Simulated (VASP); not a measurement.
A run of VASP 6.6.1:

INCAR

```
PREC = Accurate
ENCUT = 600
EDIFF = 1E-7
ISMEAR = 0
SIGMA = 0.1
LREAL = False
LASPH = True
NELM = 120
ALGO = Normal
ISIF = 3
LWAVE = False
LCHARG = False
GGA = PE
IBRION = 2
NSW = 100
EDIFFG = -0.01
GGA_COMPAT = False
NELMIN = 4
```

KPOINTS

```
Automatic mesh
0
Gamma
  8 8 8
```

POSCAR

```
HfNb3F
1.0
    4.4045688983      0.0000000000      0.0000000000
    0.0000000000      4.4045688983      0.0000000000
    0.0000000000      0.0000000000      4.4045688983
Hf Nb F
1 3 1
Direct
    0.0000000000      0.0000000000      0.0000000000
    0.0000000000      0.5000000000      0.5000000000
    0.5000000000      0.0000000000      0.5000000000
    0.5000000000      0.5000000000      0.0000000000
    0.5000000000      0.5000000000      0.5000000000
```

Potentials or basis: VASP PAW PBE potentials, release 64 (Hf_pv, Nb_sv, F).

Run with:

```console
$ cat potpaw_PBE.64/Hf_pv/POTCAR potpaw_PBE.64/Nb_sv/POTCAR potpaw_PBE.64/F/POTCAR > POTCAR
$ mpirun -np 1 vasp_std > vasp.out
```

Hardware: 1 thread of AMD EPYC 9R45 96-Core Processor (Zen 5) (shared host).

Estimate the wall time of this run.

Wall time 3.5 min on 1 thread of AMD EPYC 9R45 96-Core Processor (Zen 5), on a shared host, peak memory 0.26 GiB. Counts: scf iterations 38, k points 35, ion steps 3.
